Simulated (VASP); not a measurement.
# ZnO (P6_3mc) in VASP: notebook, part 2 of 2

VASP 6.6.1. Earlier steps stand in the parts before.

## Step 4: Relaxation of shape and atoms at fixed volume, PBE (13.07 Å³/atom)

This run uses another cell than the first one, of 13.07 Å³/atom.

File INCAR:

```
SYSTEM = ZnO
PREC = Accurate ; ENCUT = 600
EDIFF = 1E-7 ; ISMEAR = 0
SIGMA = 0.02 ; LREAL = .False.
LASPH = .True. ; NELM = 100
ALGO = Normal ; ISIF = 4
LWAVE = .False. ; LCHARG = .False.
GGA = PE ; IBRION = 2
NSW = 50 ; EDIFFG = -0.01
```

File KPOINTS:

```
Automatic mesh
0
Gamma
  9 9 6
  0 0 0
```

File POSCAR:

```
ZnO
1.0
    3.3438059886      0.0000000000      0.0000000000
   -1.6719029943      2.8958209315      0.0000000000
    0.0000000000      0.0000000000      5.3970900135
Zn O
2 2
Direct
    0.3333333333      0.6666666667      0.4999685881
    0.6666666667      0.3333333333     -0.0000314119
    0.6666666667      0.3333333333      0.3790414119
    0.3333333333      0.6666666667      0.8790414119
```

Potentials or basis: VASP PAW PBE potentials, release 64 (Zn, O).

Launch:

```console
> cat potpaw_PBE.64/Zn/POTCAR potpaw_PBE.64/O/POTCAR > POTCAR
> mpirun -np 1 vasp_std > vasp.out
```

OUTCAR:

```text
SYSTEM = ZnO
   PREC = Accurate
   ENCUT = 600
   EDIFF = 1E-7
   ISMEAR = 0
   LREAL = .False.
   LASPH = .True.
   NELM = 100
   ISIF = 4
   GGA = PE
   IBRION = 2
   NSW = 50
   EDIFFG = -0.01

 ion  position               nearest neighbor table
   1  0.333  0.667  0.500-   3 2.04   3 2.04   3 2.04   4 2.05
   2  0.667  0.333  1.000-   4 2.04   4 2.04   4 2.04   3 2.05
   3  0.667  0.333  0.379-   1 2.04   1 2.04   1 2.04   2 2.05
   4  0.333  0.667  0.879-   2 2.04   2 2.04   2 2.04   1 2.05
[... 799 lines left out ...]

 [... further k-points ...]
[... 5 lines left out ...]
  --------------------------------------------------------------------------------------
  -------------------------------------------------------------------------------------
  Total       -1.9894482     -1.9894482     -1.9691421      0.0000000     -0.0000000      0.0000000
  in kB      -60.9917065    -60.9917065    -60.3691711      0.0000000     -0.0000000      0.0000000
  external PRESSURE =     -60.7841947 kB  Pullay stress =       0.0000000 kB

 VOLUME and BASIS-vectors are now :
 -----------------------------------------------------------------------------
  energy-cutoff  :      600.00
  volume of cell :       52.26
      direct lattice vectors                 reciprocal lattice vectors
     3.343805989  0.000000000  0.000000000     0.299060413  0.172662610  0.000000000
    -1.671902994  2.895820931  0.000000000     0.000000000  0.345325220  0.000000000
     0.000000000  0.000000000  5.397090013     0.000000000  0.000000000  0.185285033

 POSITION                                       TOTAL-FORCE (eV/Angst)
 -----------------------------------------------------------------------------------
     -0.00000      1.93055      2.69838        -0.000000      0.000000     -0.001406
      1.67190      0.96527      5.39692        -0.000000      0.000000     -0.001406
      1.67190      0.96527      2.04572        -0.000000     -0.000000      0.001406
     -0.00000      1.93055      4.74427         0.000000      0.000000      0.001406
 -----------------------------------------------------------------------------------
    total drift:                                0.000000      0.000000      0.000474

  FREE ENERGIE OF THE ION-ELECTRON SYSTEM (eV)
  ---------------------------------------------------
  free  energy   TOTEN  =       -17.8171710556 eV

  energy  without entropy=      -17.8171710556  energy(sigma->0) =      -17.81717106

 reached required accuracy - stopping structural energy minimisation
```

CONTCAR:

```text
ZnO
   1.00000000000000
     3.3438059885999998    0.0000000000000000    0.0000000000000000
    -1.6719029942999999    2.8958209314999999    0.0000000000000000
     0.0000000000000000    0.0000000000000000    5.3970900134999997
  Zn              O
     2     2
Direct
     0.3333333332999970    0.6666666667000030    0.4999685881000033
     0.6666666667000030    0.3333333332999970    0.9999685881000033
     0.6666666667000030    0.3333333332999970    0.3790414118999976
     0.3333333332999970    0.6666666667000030    0.8790414118999976

  0.00000000E+00  0.00000000E+00  0.00000000E+00
  0.00000000E+00  0.00000000E+00  0.00000000E+00
  0.00000000E+00  0.00000000E+00  0.00000000E+00
  0.00000000E+00  0.00000000E+00  0.00000000E+00
```

Wall time 40 s (1 thread of AMD EPYC 9R45 (Zen 5), shared host); peak memory 0.19 GiB.

What came out:

```yaml
Free_energy: -17.8172 eV
Pressure_after_relaxing: -6.1 GPa
Band_gap_on_the_k_mesh: 0.64 eV
```

Final structure:
```
CELL_PARAMETERS angstrom
3.34381 0.00000 0.00000
-1.67190 2.89582 0.00000
0.00000 0.00000 5.39709
ATOMIC_POSITIONS crystal
Zn 0.33333 0.66667 0.49997
Zn 0.66667 0.33333 0.99997
O 0.66667 0.33333 0.37904
O 0.33333 0.66667 0.87904
```

Levels at points of the mesh, in eV from the valence-band top:
```
           k point  band 14  band 15  band 16  band 17  band 18  band 19  band 20  band 21  band 22
(0.00, 0.00, 0.00)    -0.69    -0.69    -0.06     0.00     0.00     0.64     4.87     7.88    12.43
(0.00, 0.00, 0.50)    -2.19    -0.34    -0.34    -0.34    -0.34     3.22     3.22     9.67     9.67
```

Caveat: the relaxation stopped at its first step, so nothing moved.

## Step 5: Relaxation of shape and atoms at fixed volume, PBE (13.56 Å³/atom)

This run uses another cell than the first one, of 13.56 Å³/atom.

File INCAR:

```
SYSTEM = ZnO
ALGO     = Normal         ! electronic algorithm
EDIFF    = 1E-6           ! SCF threshold, eV
EDIFFG   = -0.01          ! ionic threshold
ENCUT    = 600            ! plane-wave cutoff, eV
GGA      = PE             ! functional
IBRION   = 2              ! ionic algorithm
ISIF     = 4              ! what is computed and relaxed
ISMEAR   = 0              ! smearing method
LASPH    = .TRUE.         ! aspherical terms in the spheres
LCHARG   = .FALSE.        ! write CHGCAR
LREAL    = .FALSE.        ! projectors in reciprocal space
LWAVE    = .FALSE.        ! write WAVECAR
NELM     = 100            ! most SCF steps
NSW      = 50             ! ionic steps
PREC     = Accurate       ! precision mode
SIGMA    = 0.02           ! smearing width, eV
```

File KPOINTS:

```
k-points
0
G
  9 9 6
  0 0 0
```

File POSCAR:

```
ZnO
1.0
    3.3853481990      0.0000000000      0.0000000000
   -1.6926740995      2.9317975410      0.0000000000
    0.0000000000      0.0000000000      5.4641414660
Zn O
2 2
Direct
    0.3333333333      0.6666666667      0.4999685881
    0.6666666667      0.3333333333     -0.0000314119
    0.6666666667      0.3333333333      0.3790414119
    0.3333333333      0.6666666667      0.8790414119
```

Launch:

```console
> cat potpaw_PBE.64/Zn/POTCAR potpaw_PBE.64/O/POTCAR > POTCAR
> mpirun -np 1 vasp_std > vasp.out
```

It took 39 s on 1 thread of AMD EPYC 9R45 (Zen 5), shared host; peak memory 0.18 GiB.

It converged, with:

* Free energy: -17.7239 eV
* Pressure after relaxing: -9.5 GPa
* Band gap on the k mesh: 0.58 eV

Forces on the atoms (eV/Å):
```
Zn   0.000  0.000 -0.002
Zn   0.000  0.000 -0.002
O    0.000  0.000  0.002
O    0.000  0.000  0.002
```

Stress tensor (GPa, compression positive):
```
-9.52  0.00  0.00
 0.00 -9.52  0.00
 0.00  0.00 -9.42
```

Final structure:
```yaml
crystal:
  lattice:
    - [3.38535, 0.00000, 0.00000]
    - [-1.69267, 2.93180, 0.00000]
    - [0.00000, 0.00000, 5.46414]
  atoms:
    - { symbol: Zn, position: [0.33333, 0.66667, 0.49997] }
    - { symbol: Zn, position: [0.66667, 0.33333, 0.99997] }
    - { symbol: O, position: [0.66667, 0.33333, 0.37904] }
    - { symbol: O, position: [0.33333, 0.66667, 0.87904] }
```

Levels at points of the mesh, in eV from the valence-band top:
```
           k point  band 15  band 16  band 17  band 18  band 19  band 20  band 21  band 22
(0.00, 0.00, 0.00)    -0.65    -0.05     0.00     0.00     0.58     4.73     7.75    12.23
(0.00, 0.00, 0.50)    -0.32    -0.32    -0.32    -0.32     3.13     3.13     9.52     9.52
```

Caveat: the relaxation stopped at its first step, so nothing moved.

## Step 6: Summary

| cell | gap on the mesh (eV) | pressure (GPa) |
| --- | --- | --- |
| relaxed from a = 3.246, b = 3.246, c = 5.240 Å, angles 90.0, 90.0, 120.0°, 4 atoms | 0.77 | 5.1 |
| relaxed from a = 3.312, b = 3.312, c = 5.346 Å, angles 90.0, 90.0, 120.0°, 4 atoms | 0.68 | -2.9 |
| relaxed from a = 3.344, b = 3.344, c = 5.397 Å, angles 90.0, 90.0, 120.0°, 4 atoms | 0.64 | -6.1 |
| relaxed from a = 3.385, b = 3.385, c = 5.464 Å, angles 90.0, 90.0, 120.0°, 4 atoms | 0.58 | -9.5 |

Alike in all rows: task relaxation of shape and atoms at fixed volume; level PBE; potentials or basis VASP PAW PBE potentials, release 64 (Zn, O); no spin polarisation; k mesh 9 × 9 × 6; cutoff (eV) 600; smearing gaussian 0.02 eV.

Caveats: the relaxation stopped at its first step, so nothing moved.

Total energies depend on the potentials used, so only differences within one code and one set of settings carry meaning.
